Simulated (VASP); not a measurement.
# AlN (P1) in VASP: further runs

Runs on AlN. Level: PBE. Tasks: single point.

Everything below comes from runs of VASP 6.6.1. Logs are shortened: lines on timing, memory, paths and dates and some standing lists are left out, and cuts for length are marked.

### Step 1. The cell of the first run

The typed cell holds 4 atoms: a = 3.113 Å, b = 3.113 Å, c = 5.393 Å, α = 73.22°, β = 73.22°, γ = 60.00°.

### Step 2. Single point, PBE (mode 4 frozen in at -0.051 Å and mode 10 at +0.045 Å (largest displacements))

Input file INCAR:

```
SYSTEM = AlN
  ALGO = Normal
  EDIFF = 1E-6
  ENCUT = 520
  GGA = PE
  ISIF = 2
  ISMEAR = 0
  LASPH = .True.
  LCHARG = .False.
  LREAL = .False.
  LWAVE = .False.
  NBANDS = 16
  NELM = 80
  PREC = Accurate
  SIGMA = 0.05
```

Input file KPOINTS:

```
k-points
0
Gamma
  6 6 6
  0 0 0
```

Input file POSCAR:

```
AlN
1.0
    0.0000000000     -2.2015682416     -2.2015682416
   -2.2015682416      0.0000000000     -2.2015682416
    2.2015682416      2.2015682416     -4.4031364832
Al N
2 2
Direct
   -0.0014053119      0.0207464620      0.0026527651
    0.5067108420      0.4845590681      0.5026527651
    0.3662537647      0.3861028709      0.8698900062
    0.8735262478      0.8536771416      0.3698900062
```

Potentials or basis: VASP PAW PBE potentials, release 64 (Al, N).

On the command line:

```sh
> cat potpaw_PBE.64/Al/POTCAR potpaw_PBE.64/N/POTCAR > POTCAR
> mpirun -np 1 vasp_std > vasp.out
```

OUTCAR:

```text
SYSTEM = AlN
   EDIFF = 1E-6
   ENCUT = 520
   GGA = PE
   ISIF = 2
   ISMEAR = 0
   LASPH = .True.
   LREAL = .False.
   NELM = 80
   PREC = Accurate

 ion  position               nearest neighbor table
   1  0.999  0.021  0.003-   3 1.86   4 1.87   3 1.95   3 1.95   2 3.06   2 3.07   2 3.10   2 3.13
                             2 3.16   2 3.17
   2  0.507  0.485  0.503-   3 1.87   4 1.87   4 1.94   4 1.95   1 3.06   1 3.07   1 3.10   1 3.13
                             1 3.16   1 3.17
   3  0.366  0.386  0.870-   1 1.86   2 1.87   1 1.95   1 1.95
   4  0.874  0.854  0.370-   2 1.87   1 1.87   2 1.94   2 1.95

  LATTYP: Found a trigonal (rhomboedric) cell.
 ALAT       =     5.3927188258
 COS(alpha) =     0.8333333333

  Lattice vectors:

 A1 = (   2.2015682416,   4.4031364832,  -2.2015682416)
 A2 = (   4.4031364832,   2.2015682416,  -2.2015682416)
 A3 = (   2.2015682416,   2.2015682416,  -4.4031364832)

Analysis of symmetry for initial positions (statically):
=====================================================================
 Subroutine PRICEL returns:
 Original cell was already a primitive cell.

 Routine SETGRP: Setting up the symmetry group for a
 trigonal (rhombohedral) supercell.

 Subroutine GETGRP returns: Found  1 space group operations
 (whereof  1 operations were pure point group operations)
 out of a pool of 12 trial point group operations.

The static configuration has the point symmetry C_1 .

Analysis of symmetry for dynamics (positions and initial velocities):
=====================================================================
 Subroutine PRICEL returns:
 Original cell was already a primitive cell.

 Routine SETGRP: Setting up the symmetry group for a
 trigonal (rhombohedral) supercell.

 Subroutine GETGRP returns: Found  1 space group operations
 (whereof  1 operations were pure point group operations)
 out of a pool of 12 trial point group operations.

The dynamic configuration has the point symmetry C_1 .

 Subroutine INISYM returns: Found  1 space group operations
 (whereof  1 operations are pure point group operations),
 and found     1 'primitive' translations

----------------------------------------------------------------------------------------

[... 89 lines left out ...]
   ICHARG =      2    charge: 1-file 2-atom 10-const
   ISPIN  =      1    spin polarized calculation?
   LNONCOLLINEAR =      F non collinear calculations
   LSORBIT =      F    spin-orbit coupling
   LASPH  =      T    aspherical Exc in radial PAW
   ENCUT  =  520.0 eV  38.22 Ry    6.18 a.u.   5.79  5.79 10.03*2*pi/ulx,y,z
   NELM   =     80;   NELMIN=  2; NELMDL= -5     # of ELM steps
   EDIFF  = 0.1E-05   stopping-criterion for ELM
   LREAL  =      F    real-space projection
   EDIFFG = 0.1E-04   stopping-criterion for IOM
   NSW    =      0    number of steps for IOM
   IBRION =     -1    ionic relax: 0-MD 1-quasi-New 2-CG
   NFREE  =      0    steps in history (QN), initial steepest desc. (CG)
   ISIF   =      2    stress and relaxation
   ISYM   =      2    0-nonsym 1-usesym 2-fastsym
   POTIM  = 0.5000    time-step for ionic-motion
   TEBEG  =    0.0;   TEEND  =   0.0 temperature during run
   PSTRESS=    0.0 pullay stress
   NELECT =      16.0000    total number of electrons
   NUPDOWN=      -1.0000    fix difference up-down
   EMIN   =  10.00;   EMAX   =-10.00  energy-range for DOS
   EFERMI =   0.00;   METHOD = LEGACY
   ISMEAR =     0;   SIGMA  =   0.05  broadening in eV -4-tet -1-fermi 0-gaus
   EFERMI_NEDOS =   21; number of points for ismear=-14 and -15
   IALGO  =     38    algorithm
   IMIX   =      4    mixing-type and parameters
     AMIX     =   0.40;   BMIX     =  1.00
     AMIX_MAG =   1.60;   BMIX_MAG =  1.00
  volume/ion in A,a.u.               =      10.67        72.01
  Fermi-wavevector in a.u.,A,eV,Ry     =   1.180400  2.230633 18.957611  1.393345
  Thomas-Fermi vector in A             =   2.316693
   LORBIT       =      0    0 simple, 1 ext, 2 COOP (PROOUT), +10 PAW based schemes
   GGA     = PE    functional components
   LHFCALC =     F    Hartree Fock is set to
   AEXX    =    0.0000 exact exchange contribution
   IVDW    =     0    specifies the selected vdW correction
   LEPSILON=     F    determine dielectric tensor
   LRPA    =     F    only Hartree local field effects (RPA)
 non-spin polarized calculation
 Gauss-broadening in eV      SIGMA  =   0.05
  energy-cutoff  :      520.00
  volume of cell :       42.68
 maximum number of plane-waves:      1168
   NGX = 11   NGY = 11   NGZ = 21

 number of electron      15.9999998 magnetization

 Free energy of the ion-electron system (eV)
  ---------------------------------------------------
  ext. energy  EPLUGINS =         0.00000000
  ---------------------------------------------------
  free energy    TOTEN  =       -29.61192330 eV

  energy without entropy =      -29.61192330  energy(sigma->0) =      -29.61192330

 E-fermi :   6.1811     XC(G=0): -10.8299

 val. band max:        5.9207503855   @ k =   0.0000   0.0000   0.0000
 cond. band min:       9.0489162351   @ k =   0.5000   0.0000   0.5000
 fundamental gap:      3.1281658496
 Fermi energy:         6.1811088357

 k-point     1 :       0.0000    0.0000    0.0000
  band No.  band energies     occupation
      1      -9.0962      2.00000
      2      -7.1079      2.00000
      3      -0.0609      2.00000
      4       5.2227      2.00000
      5       5.4184      2.00000
      6       5.5845      2.00000
[... 433 lines left out ...]
      3       1.1259      2.00000
      4       1.4947      2.00000
      5       2.8579      2.00000
      6       3.4588      2.00000
[... 8 lines left out ...]
     15      18.5564      0.00000
     16      19.1123      0.00000

 [... further k-points ...]
[... 5 lines left out ...]
  --------------------------------------------------------------------------------------
  -------------------------------------------------------------------------------------
  Total        0.0650880      0.1737207     -0.1046187      1.0986181      0.0032736      0.0055281
  in kB        2.4431775      6.5208730     -3.9270218     41.2383112      0.1228803      0.2075062
  external PRESSURE =       1.6790095 kB  Pullay stress =       0.0000000 kB

 VOLUME and BASIS-vectors are now :
 -----------------------------------------------------------------------------
  energy-cutoff  :      520.00
  volume of cell :       42.68
      direct lattice vectors                 reciprocal lattice vectors
     0.000000000 -2.201568242 -2.201568242     0.113555417 -0.340666251 -0.113555417
    -2.201568242  0.000000000 -2.201568242    -0.340666251  0.113555417 -0.113555417
     2.201568242  2.201568242 -4.403136483     0.113555417  0.113555417 -0.113555417

 POSITION                                       TOTAL-FORCE (eV/Angst)
 -----------------------------------------------------------------------------------
     -0.03983     -2.19263     -2.25583         0.206635     -0.006130      1.060301
      0.03983     -0.00893     -4.39560        -0.178172      0.035438      0.777692
      1.06509      1.10879     -5.48661         0.083735     -0.033692     -0.871175
     -1.06509     -1.10879     -5.43123        -0.112198      0.004383     -0.966818
 -----------------------------------------------------------------------------------
    total drift:                                0.000071      0.000139     -0.000467

  FREE ENERGIE OF THE ION-ELECTRON SYSTEM (eV)
  ---------------------------------------------------
  free  energy   TOTEN  =       -29.6119233047 eV

  energy  without entropy=      -29.6119233047  energy(sigma->0) =      -29.61192330
```

Run time: 68 s. Hardware: 1 thread of AMD EPYC 7R43 (Zen 3), shared host; peak memory 0.16 GiB.

What came out:

| Property | Result |
| --- | --- |
| Free energy | -29.6119 eV |
| Pressure | 0.2 GPa |
| Largest force | 1.080 eV/Å |
| Band gap on the k mesh | 3.13 eV |

Forces in eV/Å, atoms in the order of the input:
```
Al   0.207 -0.006  1.060
Al  -0.178  0.035  0.778
N    0.084 -0.034 -0.871
N   -0.112  0.004 -0.967
```

Stress tensor (GPa, compression positive):
```
 0.24  4.12  0.02
 4.12  0.65  0.01
 0.02  0.01 -0.39
```

Levels at points of the mesh, in eV from the valence-band top:
```tsv
k point	band 6	band 7	band 8	band 9	band 10	band 11
(0.00, 0.00, 0.00)	-0.34	-0.16	0.00	3.79	6.93	9.45
(0.50, 0.00, 0.00)	-2.53	-1.35	-1.32	5.65	5.67	9.45
(0.00, 0.50, 0.00)	-2.42	-1.36	-1.33	5.61	5.69	9.31
(0.50, 0.50, 0.50)	-2.44	-1.22	-1.20	5.60	5.66	9.31
(0.50, 0.50, 0.00)	-1.80	-0.69	-0.50	3.14	6.93	8.28
(0.00, 0.50, 0.50)	-1.91	-0.82	-0.59	3.13	7.00	8.24
(0.50, 0.00, 0.50)	-1.91	-0.81	-0.60	3.13	6.98	8.26
(0.00, 0.00, 0.50)	-0.45	-0.29	-0.22	6.00	6.02	10.51
```

Caveat: the cell differs from its parent crystal (mode 4 frozen in at -0.051 Å and mode 10 at +0.045 Å (largest displacements)); forces of over 1 eV/Å act on the atoms, so gaps and moduli don't describe the material at rest. A k mesh can miss the band edges.

(Part 1 of 2 ends here.)
